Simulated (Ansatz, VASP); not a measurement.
One calculation of Na3In, two programs

```xyz
4
Lattice="0.0000 3.8905 3.8905 3.8905 0.0000 3.8905 3.8905 3.8905 0.0000" Properties=species:S:1:pos:R:3 pbc="T T T"
Na    1.9452    1.9452    1.9452
Na    5.8357    5.8357    5.8357
Na    3.8905    3.8905    3.8905
In    0.0000    0.0000    0.0000
```

Alike in both runs: task single point; functional LDA; k mesh 3 × 3 × 3; no spin polarisation.

```csv
,VASP,Ansatz
version,VASP 6.6.1,Ansatz 0.2.0
potentials or method,"VASP PAW LDA potentials, release 64 (Na_pv, In_d)","plane waves, PAW"
plane-wave cutoff (eV),500,420
occupations,"gaussian, width 0.1 eV",gaussian
valence electrons in the cell,34,40
```

Ansatz gave:

```
pressure (GPa) : -1.7
```

**Question.** Estimate VASP's values.

**Answer.** Pressure (GPa): -1.6.

LDA's correlation is that of Perdew and Zunger in VASP and of Perdew and Wang (1992) in Ansatz. VASP's potentials hold 34 valence electrons a cell and Ansatz's 40, so a difference there can come from the potentials and not from the codes.

The k mesh is coarse, so the values compare programs but aren't converged.
